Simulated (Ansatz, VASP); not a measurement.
# ScCdC4N4 in VASP and in Ansatz

File INCAR:

```
SYSTEM = ScCdC4N4
ALGO = Normal ; EDIFF = 1E-6
ENCUT = 520 ; GGA = PE
ISIF = 2 ; ISMEAR = 0
LASPH = .True. ; LCHARG = .True.
LELF = .True. ; LREAL = .False.
LVHAR = .True. ; LWAVE = .False.
NBANDS = 40 ; NELM = 80
PREC = Accurate ; SIGMA = 0.1
```

KPOINTS

```
k-points
0
Gamma
  2 2 6
  0 0 0
```

File POSCAR:

```
ScCdC4N4
1.0
    7.4826039600      0.0000000000      0.0000000000
    0.0000000000      7.4826039600      0.0000000000
    0.0000000000      0.0000000000      3.2418577100
Sc Cd C N
1 1 4 4
Direct
    0.5000000000      0.5000000000      0.0000000000
    0.0000000000      0.0000000000      0.0000000000
    0.1890946900      0.8109053100      0.0000000000
    0.8109053100      0.1890946900      0.0000000000
    0.1890946900      0.1890946900      0.0000000000
    0.8109053100      0.8109053100      0.0000000000
    0.2996598000      0.7003402000      0.0000000000
    0.7003402000      0.2996598000      0.0000000000
    0.2996598000      0.2996598000      0.0000000000
    0.7003402000      0.7003402000      0.0000000000
```

Input for Ansatz:

```yaml
crystal:
  lattice:
    - [7.48260396, 0.0, 0.0]
    - [0.0, 7.48260396, 0.0]
    - [0.0, 0.0, 3.24185771]
  atoms:
    - { symbol: Sc, position: [0.5, 0.5, 0.0] }
    - { symbol: Cd, position: [0.0, 0.0, 0.0] }
    - { symbol: C, position: [0.18909469, 0.81090531, 0.0] }
    - { symbol: C, position: [0.81090531, 0.18909469, 0.0] }
    - { symbol: C, position: [0.18909469, 0.18909469, 0.0] }
    - { symbol: C, position: [0.81090531, 0.81090531, 0.0] }
    - { symbol: "N", position: [0.2996598, 0.7003402, 0.0] }
    - { symbol: "N", position: [0.7003402, 0.2996598, 0.0] }
    - { symbol: "N", position: [0.2996598, 0.2996598, 0.0] }
    - { symbol: "N", position: [0.7003402, 0.7003402, 0.0] }
basis:
  ecutwfc: 420
kpoints:
  mp_grid: { grid: [2, 2, 6] }
hamiltonian:
  xc: pbe
scf:
  occupations: { method: gaussian, width: 0.1 }
  lower_state_search: "off"
output:
  forces: true
  stress: true
  eigenvalues: true
```

Alike in both runs: task single point; functional PBE; k mesh 2 × 2 × 6; occupations gaussian, width 0.1 eV; no spin polarisation.

|  | VASP | Ansatz |
| --- | --- | --- |
| version | VASP 6.6.1 | Ansatz 0.2.0 |
| potentials or method | VASP PAW PBE potentials, release 64 (Sc_sv, Cd, C, N), cutoff 520 eV | scalar-relativistic, plane waves, PAW |
| valence electrons in the cell | 59 | 67 |

Ansatz gave:

* gap on the k mesh at the Fermi level (eV): none
* pressure (GPa): 13.1
* traceless stress, the component that is largest in VASP (GPa): -9.55
* rms of the force components (eV/Å): 1.439

Problem. What did VASP give for the same quantities?

Solution. gap on the k mesh at the Fermi level (eV): none; pressure (GPa): 13.9; traceless stress, the component that is largest in VASP (GPa): -10.44; rms of the force components (eV/Å): 1.351.

Atom by atom the forces differ by 0.149 eV/Å (rms over components). A gap of «none» marks a metal or a gap that the smearing closes. With one functional, cell and mesh, what is left measures potentials, basis and numerics. VASP's potentials hold 59 valence electrons a cell and Ansatz's 67, so a difference there can come from the potentials and not from the codes.

The k mesh is coarse, so the values compare programs but aren't converged. Noted on VASP's run: the standard files for N, O and F lose accuracy on very short bonds.
